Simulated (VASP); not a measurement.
# SiC in VASP: further runs

Runs on SiC. Level: PBE. Tasks: single point, relaxation of cell and atoms.

All numbers are computed with VASP 6.6.1; they aren't measurements. Logs are shortened: lines on timing, memory, paths and dates and some standing lists are left out, and cuts for length are marked.

### 1 The cell of the first run

The structure is orthorhombic, space group Cmc2_1 (No. 36). Conventional cell: a = 3.078 Å, b = 5.335 Å, c = 15.122 Å, α = 90.00°, β = 90.00°, γ = 90.00°. Si (site symmetry m) has 4 C at 1.87 to 1.91 Å within 2.5 Å. Si (site symmetry m) has 4 C at 1.87 to 1.92 Å within 2.5 Å. Within 2.5 Å of Si (site symmetry m) lie 4 C at 1.87 to 1.92 Å. Within 2.5 Å of C (site symmetry m) lie 4 Si at 1.87 to 1.92 Å. C (site symmetry m) has 4 Si at 1.87 to 1.92 Å within 2.5 Å. C (site symmetry m) has 4 Si at 1.87 to 1.91 Å within 2.5 Å.

### 2 Single point, PBE

File INCAR:

```
SYSTEM = SiC
ALGO = Normal
EDIFF = 1E-6
ENCUT = 520
GGA = PE
ISIF = 2
ISMEAR = 0
LASPH = .TRUE.
LCHARG = .FALSE.
LREAL = .FALSE.
LWAVE = .FALSE.
NBANDS = 36
NELM = 80
PREC = Accurate
SIGMA = 0.1
```

File KPOINTS:

```
k-points
0
G
  6 6 1
  0 0 0
```

File POSCAR:

```
SiC
1.0
    1.5389000200     -2.6675000200      0.0000000000
    1.5389000200      2.6675000200      0.0000000000
    0.0000000000      0.0000000000     15.1218996000
Si C
6 6
Direct
    0.6672999900      0.3327000100      0.6419999900
    0.3327000100      0.6672999900      0.1419999900
    0.0007000000      0.9993000000      0.9759000000
    0.9993000000      0.0007000000      0.4759000000
    0.3356999900      0.6643000100      0.8087600000
    0.6643000100      0.3356999900      0.3087600000
    0.9959999900      0.0040000100      0.8497000000
    0.0040000100      0.9959999900      0.3497000000
    0.6600000100      0.3399999900      0.5183000000
    0.3399999900      0.6600000100      0.0183000000
    0.3290000000      0.6710000000      0.6832000000
    0.6710000000      0.3290000000      0.1832000000
```

Potentials or basis: VASP PAW PBE potentials, release 64 (Si, C).

Started as:

```bash
cat potpaw_PBE.64/Si/POTCAR potpaw_PBE.64/C/POTCAR > POTCAR
mpirun -np 1 vasp_std > vasp.out
```

OUTCAR:

```text
SYSTEM = SiC
   EDIFF = 1E-6
   ENCUT = 520
   GGA = PE
   ISIF = 2
   ISMEAR = 0
   LASPH = .TRUE.
   LREAL = .FALSE.
   NELM = 80
   PREC = Accurate

 ion  position               nearest neighbor table
   1  0.667  0.333  0.642-  11 1.87  11 1.87   9 1.87  11 1.91   4 3.07   4 3.08   4 3.08   5 3.08
                             5 3.09   5 3.09
   2  0.333  0.667  0.142-  12 1.87  12 1.87  10 1.87  12 1.91   3 3.07   3 3.08   3 3.08   6 3.08
                             6 3.09   6 3.09
   3  0.001  0.999  0.976-  10 1.87  10 1.87   7 1.91  10 1.92   2 3.07   2 3.08   2 3.08   5 3.09
                             5 3.09   5 3.10
   4  0.999  0.001  0.476-   9 1.87   9 1.87   8 1.91   9 1.92   1 3.07   1 3.08   1 3.08   6 3.09
                             6 3.09   6 3.10
   5  0.336  0.664  0.809-   7 1.87   7 1.87  11 1.90   7 1.92   1 3.08   3 3.09   3 3.09   1 3.09
                             1 3.09   3 3.10
   6  0.664  0.336  0.309-   8 1.87   8 1.87  12 1.90   8 1.92   2 3.08   4 3.09   4 3.09   2 3.09
                             2 3.09   4 3.10
   7  0.996  0.004  0.850-   5 1.87   5 1.87   3 1.91   5 1.92
   8  0.004  0.996  0.350-   6 1.87   6 1.87   4 1.91   6 1.92
   9  0.660  0.340  0.518-   1 1.87   4 1.87   4 1.87   4 1.92
  10  0.340  0.660  0.018-   2 1.87   3 1.87   3 1.87   3 1.92
  11  0.329  0.671  0.683-   1 1.87   1 1.87   5 1.90   1 1.91
  12  0.671  0.329  0.183-   2 1.87   2 1.87   6 1.90   2 1.91

  LATTYP: Found a base centered orthorhombic cell.
 ALAT       =     3.0778000400
 B/A-ratio  =     1.7333809769
 C/A-ratio  =     4.9132170393

  Lattice vectors:

 A1 = (   1.5389000200,  -2.6675000200,   0.0000000000)
 A2 = (   1.5389000200,   2.6675000200,   0.0000000000)
 A3 = (   0.0000000000,   0.0000000000,  15.1218996000)

Analysis of symmetry for initial positions (statically):
=====================================================================
 Subroutine PRICEL returns:
 Original cell was already a primitive cell.

 Routine SETGRP: Setting up the symmetry group for a
 base centered orthorhombic supercell.

 Subroutine GETGRP returns: Found  4 space group operations
 (whereof  2 operations were pure point group operations)
 out of a pool of  8 trial point group operations.

The static configuration has the point symmetry C_1h.
 The point group associated with its full space group is C_2v.

Analysis of symmetry for dynamics (positions and initial velocities):
=====================================================================
 Subroutine PRICEL returns:
 Original cell was already a primitive cell.

 Routine SETGRP: Setting up the symmetry group for a
 base centered orthorhombic supercell.

 Subroutine GETGRP returns: Found  4 space group operations
 (whereof  2 operations were pure point group operations)
 out of a pool of  8 trial point group operations.

The dynamic configuration has the point symmetry C_1h.
 The point group associated with its full space group is C_2v.

 Subroutine INISYM returns: Found  4 space group operations
 (whereof  2 operations are pure point group operations),
 and found     1 'primitive' translations

----------------------------------------------------------------------------------------

                                     Primitive cell

  volume of cell :     124.1513

  direct lattice vectors                    reciprocal lattice vectors
     1.538900020 -2.667500020  0.000000000     0.324907397 -0.187441423  0.000000000
     1.538900020  2.667500020  0.000000000     0.324907397  0.187441423  0.000000000
     0.000000000  0.000000000 15.121899600     0.000000000  0.000000000  0.066129258

  length of vectors
     3.079572962  3.079572962 15.121899600     0.375098792  0.375098792  0.066129258

  position of ions in fractional coordinates (direct lattice)
     0.667299990  0.332700010  0.641999990
     0.332700010  0.667299990  0.141999990
     0.000700000  0.999300000  0.975900000
     0.999300000  0.000700000  0.475900000
     0.335699990  0.664300010  0.808760000
     0.664300010  0.335699990  0.308760000
[... 46 lines left out ...]
   ISMEAR =     0;   SIGMA  =   0.10  broadening in eV -4-tet -1-fermi 0-gaus
   EFERMI_NEDOS =   21; number of points for ismear=-14 and -15
   IALGO  =     38    algorithm
   IMIX   =      4    mixing-type and parameters
     AMIX     =   0.40;   BMIX     =  1.00
     AMIX_MAG =   1.60;   BMIX_MAG =  1.00
  volume/ion in A,a.u.               =      10.35        69.82
  Fermi-wavevector in a.u.,A,eV,Ry     =   1.192628  2.253739 19.352390  1.422361
  Thomas-Fermi vector in A             =   2.328661
   LORBIT       =      0    0 simple, 1 ext, 2 COOP (PROOUT), +10 PAW based schemes
   GGA     = PE    functional components
   LHFCALC =     F    Hartree Fock is set to
   AEXX    =    0.0000 exact exchange contribution
   IVDW    =     0    specifies the selected vdW correction
   LEPSILON=     F    determine dielectric tensor
   LRPA    =     F    only Hartree local field effects (RPA)
 non-spin polarized calculation
 Gauss-broadening in eV      SIGMA  =   0.10
  energy-cutoff  :      520.00
  volume of cell :      124.15
 maximum number of plane-waves:      3356
   NGX = 11   NGY = 11   NGZ = 57

 number of electron      48.0000003 magnetization

 Free energy of the ion-electron system (eV)
  ---------------------------------------------------
  ext. energy  EPLUGINS =         0.00000000
  ---------------------------------------------------
  free energy    TOTEN  =       -90.24863107 eV

  energy without entropy =      -90.24863107  energy(sigma->0) =      -90.24863107

 E-fermi :   8.7251     XC(G=0): -11.3534

 val. band max:        8.2600300460   @ k =   0.0000   0.0000   0.0000
 cond. band min:      10.1338453634   @ k =   0.5000   0.5000   0.0000
 fundamental gap:      1.8738153174
 Fermi energy:         8.7250752111

 k-point     1 :       0.0000    0.0000    0.0000
  band No.  band energies     occupation
      1      -7.3026      2.00000
      2      -6.7983      2.00000
      3      -6.7290      2.00000
      4      -5.2752      2.00000
      5      -5.2034      2.00000
      6      -3.7432      2.00000
[... 496 lines left out ...]
     35      15.3639      0.00000
     36      15.9772      0.00000

------------------------ aborting loop because EDIFF is reached ----------------------------------------

  FORCE on cell =-STRESS in cart. coord.  units (eV):
  Direction    XX          YY          ZZ          XY          YZ          ZX
  --------------------------------------------------------------------------------------
  -------------------------------------------------------------------------------------
  Total        4.2882278      1.3083621      2.1457199      0.0000000      0.0000000      0.0000000
  in kB       55.3397576     16.8844668     27.6906040      0.0000000      0.0000000      0.0000000
  external PRESSURE =      33.3049428 kB  Pullay stress =       0.0000000 kB

 VOLUME and BASIS-vectors are now :
 -----------------------------------------------------------------------------
  energy-cutoff  :      520.00
  volume of cell :      124.15
      direct lattice vectors                 reciprocal lattice vectors
     1.538900020 -2.667500020  0.000000000     0.324907397 -0.187441423  0.000000000
     1.538900020  2.667500020  0.000000000     0.324907397  0.187441423  0.000000000
     0.000000000  0.000000000 15.121899600     0.000000000  0.000000000  0.066129258

 POSITION                                       TOTAL-FORCE (eV/Angst)
 -----------------------------------------------------------------------------------
      1.53890     -0.89255      9.70826         0.000000      0.511598      0.222722
      1.53890      0.89255      2.14731         0.000000     -0.511598      0.222722
      1.53890      2.66377     14.75746         0.000000     -0.447888     -0.092341
      1.53890     -2.66377      7.19651         0.000000      0.447888     -0.092341
      1.53890      0.87654     12.22999         0.000000      0.653913     -0.220843
      1.53890     -0.87654      4.66904         0.000000     -0.653913     -0.220843
      1.53890     -2.64616     12.84908         0.000000     -0.612767      0.285026
      1.53890      2.64616      5.28813         0.000000      0.612767      0.285026
      1.53890     -0.85360      7.83768         0.000000     -0.598961     -0.414518
      1.53890      0.85360      0.27673         0.000000      0.598961     -0.414518
      1.53890      0.91229     10.33128         0.000000     -0.522583      0.219954
      1.53890     -0.91229      2.77033         0.000000      0.522583      0.219954
 -----------------------------------------------------------------------------------
    total drift:                                0.000000     -0.000000     -0.000061

  FREE ENERGIE OF THE ION-ELECTRON SYSTEM (eV)
  ---------------------------------------------------
  free  energy   TOTEN  =       -90.2486310698 eV

  energy  without entropy=      -90.2486310698  energy(sigma->0) =      -90.24863107
```

Wall time 88 s (1 thread of Intel Xeon 8259CL, shared host); peak memory 0.24 GiB.

What came out:

- Free energy: -90.2486 eV
- Pressure: 3.3 GPa
- Largest force: 0.728 eV/Å
- Band gap on the k mesh: 1.87 eV (least direct gap 3.11 eV)

Forces on the atoms (eV/Å):
```
Si   0.000  0.512  0.223
Si   0.000 -0.512  0.223
Si   0.000 -0.448 -0.092
Si   0.000  0.448 -0.092
Si   0.000  0.654 -0.221
Si   0.000 -0.654 -0.221
C    0.000 -0.613  0.285
C    0.000  0.613  0.285
C    0.000 -0.599 -0.415
C    0.000  0.599 -0.415
C    0.000 -0.523  0.220
C    0.000  0.523  0.220
```

Levels at points of the mesh, in eV from the valence-band top:
```csv
k point,band 20,band 21,band 22,band 23,band 24,band 25,band 26,band 27,band 28,band 29
"(0.00, 0.00, 0.00)",-0.37,-0.33,-0.22,-0.11,0.00,5.08,5.24,5.68,6.19,6.20
"(0.50, 0.00, 0.00)",-2.34,-1.91,-1.88,-1.72,-1.16,1.96,2.11,3.12,3.78,4.49
"(0.50, 0.50, 0.00)",-2.40,-2.01,-1.93,-1.71,-1.29,1.87,2.11,3.09,3.73,4.47
```

Caveat: the cell stands under pressure. A hybrid or GW would open this gap; PBE tends to underestimate it.

### 3 Single point, PBE

This run uses another cell than the first one, of 10.50 Å³/atom.

File INCAR:

```
PREC     = Accurate       # precision mode
ENCUT    = 520            # plane-wave cutoff, eV
EDIFF    = 1E-7           # SCF threshold, eV
ISMEAR   = 0              # smearing method
SIGMA    = 0.1            # smearing width, eV
LREAL    = F              # projectors in reciprocal space
LASPH    = T              # aspherical terms in the spheres
NELM     = 80             # most SCF steps
ALGO     = Normal         # electronic algorithm
ISIF     = 2              # what is computed and relaxed
LWAVE    = F              # write WAVECAR
LCHARG   = F              # write CHGCAR
GGA      = PE             # functional
NBANDS   = 36             # bands
```

File KPOINTS:

```
regular mesh
0
Gamma
  6 6 1
```

File POSCAR:

```
SiC
1.0
    1.5476086190     -2.6804915295      0.0000000000
    1.5476086190      2.6804915295      0.0000000000
    0.0000000000      0.0000000000     15.1822951934
Si C
6 6
Direct
    0.6666773668      0.3333226332      0.6422799370
    0.3333226332      0.6666773668      0.1422799370
   -0.0000166114      1.0000166114      0.9755591465
    1.0000166114     -0.0000166114      0.4755591465
    0.3333506705      0.6666493295      0.8087972986
    0.6666493295      0.3333506705      0.3087972986
    1.0000182362     -0.0000182362      0.8501383370
   -0.0000182362      1.0000182362      0.3501383370
    0.6666800622      0.3333199378      0.5172872116
    0.3333199378      0.6666800622      0.0172872116
    0.3333415942      0.6666584058      0.6837980593
    0.6666584058      0.3333415942      0.1837980593
```

Potentials or basis: VASP PAW PBE potentials, release 64 (Si, C).

Started as:

```bash
cat potpaw_PBE.64/Si/POTCAR potpaw_PBE.64/C/POTCAR > POTCAR
mpirun -np 1 vasp_std > vasp.out
```

Wall time 1.8 min (1 thread of Intel Xeon 8259CL, shared host); peak memory 0.25 GiB.

It converged, with:

| Property | Result |
| --- | --- |
| Free energy | -90.3349 eV |
| Pressure | 0.0 GPa |
| Largest force | 0.012 eV/Å |
| Band gap on the k mesh | 2.03 eV (least direct gap 3.12 eV) |

Forces on the atoms (eV/Å):
```
Si   0.000  0.000  0.012
Si   0.000  0.000  0.012
Si   0.000 -0.001 -0.008
Si   0.000  0.001 -0.008
Si   0.000  0.000 -0.006
Si   0.000  0.000 -0.006
C    0.000  0.001  0.003
C    0.000 -0.001  0.003
C    0.000  0.000  0.007
C    0.000  0.000  0.007
C    0.000  0.000 -0.008
C    0.000  0.000 -0.008
```

Levels at points of the mesh, in eV from the valence-band top:
| k point | band 22 | band 23 | band 24 | band 25 | band 26 | band 27 |
| --- | --- | --- | --- | --- | --- | --- |
| (0.00, 0.00, 0.00) | -0.03 | 0.00 | 0.00 | 5.05 | 5.22 | 5.62 |
| (0.50, 0.00, 0.00) | -1.77 | -1.65 | -1.09 | 2.03 | 2.21 | 3.19 |
| (0.50, 0.50, 0.00) | -1.77 | -1.65 | -1.10 | 2.03 | 2.21 | 3.19 |

A k mesh can miss the band edges.

### 4 Relaxation of cell and atoms, PBE

File INCAR:

```
SYSTEM = SiC
ALGO     = Normal         ! electronic algorithm
EDIFF    = 1E-6           ! SCF threshold, eV
EDIFFG   = -0.04          ! ionic threshold
ENCUT    = 600            ! plane-wave cutoff, eV
GGA      = PE             ! functional
IBRION   = 2              ! ionic algorithm
ISIF     = 3              ! what is computed and relaxed
ISMEAR   = 0              ! smearing method
LASPH    = .TRUE.         ! aspherical terms in the spheres
LCHARG   = .FALSE.        ! write CHGCAR
LREAL    = .FALSE.        ! projectors in reciprocal space
LWAVE    = .FALSE.        ! write WAVECAR
NELM     = 60             ! most SCF steps
NSW      = 90             ! ionic steps
PREC     = Accurate       ! precision mode
SIGMA    = 0.1            ! smearing width, eV
```

File KPOINTS:

```
k-points
0
G
  6 6 1
  0 0 0
```

File POSCAR:

```
SiC
1.0
    1.5389000200     -2.6675000200      0.0000000000
    1.5389000200      2.6675000200      0.0000000000
    0.0000000000      0.0000000000     15.1218996000
Si C
6 6
Direct
    0.6672999900      0.3327000100      0.6419999900
    0.3327000100      0.6672999900      0.1419999900
    0.0007000000      0.9993000000      0.9759000000
    0.9993000000      0.0007000000      0.4759000000
    0.3356999900      0.6643000100      0.8087600000
    0.6643000100      0.3356999900      0.3087600000
    0.9959999900      0.0040000100      0.8497000000
    0.0040000100      0.9959999900      0.3497000000
    0.6600000100      0.3399999900      0.5183000000
    0.3399999900      0.6600000100      0.0183000000
    0.3290000000      0.6710000000      0.6832000000
    0.6710000000      0.3290000000      0.1832000000
```

Started as:

```bash
cat potpaw_PBE.64/Si/POTCAR potpaw_PBE.64/C/POTCAR > POTCAR
mpirun -np 1 vasp_std > vasp.out
```

Wall time 8.6 min (1 thread of Intel Xeon 8259CL, shared host); peak memory 0.32 GiB.

It converged, with:

- Free energy: -90.3401 eV
- Relaxed volume: 10.49 Å³/atom
- Relaxed cell: a = 3.095 Å, b = 3.095 Å, c = 15.177 Å, α = 90.00°, β = 90.00°, γ = 120.03°
- Space group after relaxing (to 0.1 Å): P6_3mc (No. 186)
- Energy gained by relaxing: 6.9 meV/atom
- Ionic steps: 7
- Pressure after relaxing: 0.0 GPa
- Largest force after relaxing: 0.034 eV/Å
- Band gap on the k mesh: 2.01 eV (least direct gap 3.11 eV)

Forces on the atoms (eV/Å):
```
Si   0.000 -0.001 -0.003
Si   0.000  0.001 -0.003
Si   0.000  0.026  0.007
Si   0.000 -0.026  0.007
Si   0.000 -0.014  0.014
Si   0.000  0.014  0.014
C    0.000 -0.018 -0.014
C    0.000  0.018 -0.014
C    0.000 -0.034  0.002
C    0.000  0.034  0.002
C    0.000 -0.008 -0.005
C    0.000  0.008 -0.005
```

Stress tensor (GPa, compression positive):
```
 0.11  0.00  0.00
 0.00 -0.15  0.00
 0.00  0.00  0.11
```

The path:
| step | energy change (eV) | largest force (eV/Å) | pressure (GPa) | volume (Å³) |
| --- | --- | --- | --- | --- |
| 1 | 0.0000 | 0.7285 | 3.19 | 124.15 |
| 2 | -0.0030 | 0.7200 | -3.07 | 127.89 |
| 3 | -0.0783 | 0.1476 | -0.21 | 126.01 |
| 4 | -0.0826 | 0.0637 | -0.03 | 125.90 |
| 5 | -0.0826 | 0.0642 | -0.03 | 125.90 |
| 6 | -0.0830 | 0.0408 | 0.04 | 125.86 |
| 7 | -0.0830 | 0.0345 | 0.02 | 125.87 |

Final structure:
```
Si C
1.0
     1.54680   -2.68090    0.00000
     1.54680    2.68090    0.00000
     0.00000    0.00000   15.17693
Si C
6 6
Direct
  0.66477 0.33523 0.64231
  0.33523 0.66477 0.14231
  0.00259 0.99741 0.97554
  0.99741 0.00259 0.47554
  0.33247 0.66753 0.80876
  0.66753 0.33247 0.30876
  0.99943 0.00057 0.85016
  0.00057 0.99943 0.35016
  0.66388 0.33612 0.51730
  0.33612 0.66388 0.01730
  0.33159 0.66841 0.68379
  0.66841 0.33159 0.18379
```

Levels at points of the mesh, in eV from the valence-band top:
| k point | band 20 | band 21 | band 22 | band 23 | band 24 | band 25 | band 26 | band 27 | band 28 | band 29 |
| --- | --- | --- | --- | --- | --- | --- | --- | --- | --- | --- |
| (0.00, 0.00, 0.00) | -0.32 | -0.30 | -0.04 | -0.01 | 0.00 | 5.04 | 5.22 | 5.62 | 6.13 | 6.14 |
| (0.50, 0.00, 0.00) | -2.24 | -1.81 | -1.78 | -1.65 | -1.10 | 2.02 | 2.20 | 3.18 | 3.86 | 4.55 |
| (0.50, 0.50, 0.00) | -2.26 | -1.80 | -1.77 | -1.65 | -1.09 | 2.01 | 2.21 | 3.19 | 3.86 | 4.55 |

A k mesh can miss the band edges. Zero-point motion and thermal expansion aren't in these numbers.

### 5 Summary

| task | cell | cutoff (eV) | gap on the mesh (eV) | pressure (GPa) | largest force (eV/Å) |
| --- | --- | --- | --- | --- | --- |
| single point | a = 3.080, b = 3.080, c = 15.122 Å, angles 90.0, 90.0, 120.0°, 12 atoms, atomic positions A | 520 | 1.87 | 3.3 | 0.73 |
| single point | a = 3.095, b = 3.095, c = 15.182 Å, angles 90.0, 90.0, 120.0°, 12 atoms, atomic positions B | 520 | 2.03 | 0.0 | 0.01 |
| relaxation of cell and atoms | relaxed from a = 3.080, b = 3.080, c = 15.122 Å, angles 90.0, 90.0, 120.0°, 12 atoms, atomic positions A | 600 | 2.01 | 0.0 | 0.03 |

Alike in all rows: level PBE; potentials or basis VASP PAW PBE potentials, release 64 (Si, C); no spin polarisation; k mesh 6 × 6 × 1; smearing gaussian 0.1 eV.

Caveats: the cell stands under pressure (at least some runs).

Total energies depend on the potentials used, so only differences within one code and one set of settings carry meaning.
